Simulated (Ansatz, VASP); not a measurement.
# One calculation of AlB2P3, two programs

```
CELL_PARAMETERS angstrom
-1.69724 1.69724 7.54327
1.69724 -1.69724 7.54327
1.69724 1.69724 -7.54327
ATOMIC_POSITIONS crystal
Al 0.00000 0.00000 0.00000
B 0.67640 0.67640 0.00000
B 0.32360 0.32360 0.00000
P 0.39623 0.89623 0.50000
P 0.10377 0.60377 0.50000
P 0.75000 0.25000 0.50000
```

Alike in both runs: functional PBE; k mesh 12 × 12 × 12; occupations gaussian, width 0.02 eV; no spin polarisation.

Ansatz relaxed the structure, and its values are those at the end. VASP's run is a single point on that final structure, the one shown.

|  | VASP | Ansatz |
| --- | --- | --- |
| version | VASP 6.6.1 | Ansatz 0.2.0 |
| potentials or method | VASP PAW PBE potentials, release 64 (Al, B, P), cutoff 520 eV | scalar-relativistic, plane waves, PAW |
| valence electrons in the cell | 24 | 24 |

|  | VASP | Ansatz | Ansatz less VASP |
| --- | --- | --- | --- |
| gap on the k mesh at the Fermi level (eV) | 0.63 | 0.63 | +0.001 |
| least direct gap on the mesh (eV) | 0.74 | 0.74 | +0.001 |
| pressure (GPa) | -0.2 | 0.0 | +0.16 |

The functional is the same, so the differences come from potentials, cutoffs and numerics.
